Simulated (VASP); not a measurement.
SnSe2:

```
Sn Se
1.0
     3.81100    0.00000    0.00000
    -1.90550    3.30042    0.00000
     0.00000    0.00000    6.13600
Sn Se
1 2
Direct
  0.00000 0.00000 0.00000
  0.66667 0.33333 0.75100
  0.33333 0.66667 0.24900
```

| Property | Result |
| --- | --- |
| Program | VASP 6.6.1 |
| Task | relaxation of cell and atoms |
| Functional | b88 exchange, pbe correlation |
| Potentials or basis | VASP PAW PBE potentials, release 64 (Sn_d, Se) |
| Cutoff | 500 eV |
| k mesh | 8 × 8 × 5 |
| Occupations | fermi-dirac, width 0.05 eV |
| Spin | no spin polarisation |

At the start: pressure 5.5 GPa; volume 25.73 Å³/atom.

How do energy, volume and symmetry change on relaxing?

Over 24 steps the energy falls by 48.9 meV/atom and the volume is 35.13 Å³/atom (+36.6 %); space group P-3m1 (No. 164, to 0.1 Å) before and after.

The path:
| step | energy change (eV) | largest force (eV/Å) | pressure (GPa) | volume (Å³) |
| --- | --- | --- | --- | --- |
| 1 | 0.0000 | 0.7826 | 5.54 | 77.18 |
| 2 | -0.0409 | 0.6334 | -3.25 | 87.53 |
| 3 | -0.1052 | 0.0780 | 0.00 | 82.68 |
| 4 | -0.1052 | 0.0631 | 0.09 | 82.57 |
| 5 | -0.1066 | 0.0752 | 0.11 | 82.69 |
| 6 | -0.1097 | 0.1116 | 0.16 | 83.04 |
| 7 | -0.1101 | 0.1847 | 0.30 | 83.70 |
| 8 | -0.1109 | 0.1496 | 0.23 | 83.40 |
| 9 | -0.1119 | 0.1463 | 0.21 | 83.61 |
| 10 | -0.1148 | 0.1358 | 0.15 | 84.23 |
| 11 | -0.1198 | 0.1137 | 0.06 | 85.47 |
| 12 | -0.1271 | 0.0634 | -0.05 | 87.98 |
| 13 | -0.1334 | 0.0684 | -0.03 | 93.06 |
| 14 | -0.1333 | 0.1144 | 0.00 | 94.75 |
| 15 | -0.1357 | 0.0862 | -0.06 | 95.65 |
| 16 | -0.1408 | 0.0135 | -0.20 | 98.36 |
| 17 | -0.1450 | 0.0886 | -0.30 | 103.71 |
| 18 | -0.1460 | 0.0133 | 0.15 | 104.40 |
| 19 | -0.1461 | 0.0271 | 0.07 | 104.27 |
| 20 | -0.1463 | 0.0073 | 0.07 | 104.60 |
| 21 | -0.1465 | 0.0193 | 0.08 | 105.04 |
| 22 | -0.1465 | 0.0095 | -0.08 | 105.63 |
| 23 | -0.1465 | 0.0033 | -0.01 | 105.37 |
| 24 | -0.1466 | 0.0054 | -0.01 | 105.39 |

Final structure:
```yaml
crystal:
  lattice:
    - [3.87290, 0.00000, 0.00000]
    - [-1.93645, 3.35403, 0.00000]
    - [0.00000, 0.00000, 8.11342]
  atoms:
    - { symbol: Sn, position: [0.00000, 0.00000, 0.00000] }
    - { symbol: Se, position: [0.66667, 0.33333, 0.80370] }
    - { symbol: Se, position: [0.33333, 0.66667, 0.19630] }
```

Caveat: the volume moved by over 15 % at a fixed basis, so the end points are rough; the PAW data sets were made with another functional, which shifts forces and pressure a little.
